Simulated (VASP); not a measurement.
Here is a VASP 6.6.1 calculation.

File INCAR:

```
PREC = Accurate
ENCUT = 520
EDIFF = 1E-7
ISMEAR = 0
SIGMA = 0.01
LREAL = False
LASPH = True
NELM = 80
ALGO = Normal
ISIF = 2
LWAVE = False
LCHARG = True
GGA = PE
LELF = True
LVHAR = True
NBANDS = 16
```

KPOINTS

```
regular mesh
0
Gamma
  12 12 6
```

Contents of POSCAR:

```
AlN
1.0
    3.1066945036      0.0000000000      0.0000000000
   -1.5533472518      2.6904763619      0.0000000000
    0.0000000000      0.0000000000      4.9785885494
Al N
2 2
Direct
    0.3333333333      0.6666666667     -0.0007956041
    0.6666666667      0.3333333333      0.4992043959
    0.3333333333      0.6666666667      0.3807956041
    0.6666666667      0.3333333333      0.8807956041
```

Potentials or basis: VASP PAW PBE potentials, release 64 (Al, N).

The run is started by

```sh
$ cat potpaw_PBE.64/Al/POTCAR potpaw_PBE.64/N/POTCAR > POTCAR
$ mpirun -np 1 vasp_std > vasp.out
```

Problem. Estimate the pressure.

Solution. 4.4 GPa.

Problem. Estimate the band gap on the k mesh.

Solution. 4.24 eV, direct.

Stress tensor (GPa, compression positive):
```
4.44 0.00 0.00
0.00 4.44 0.00
0.00 0.00 4.29
```

A k mesh can miss the band edges. A hybrid or GW would open this gap; PBE tends to underestimate it.
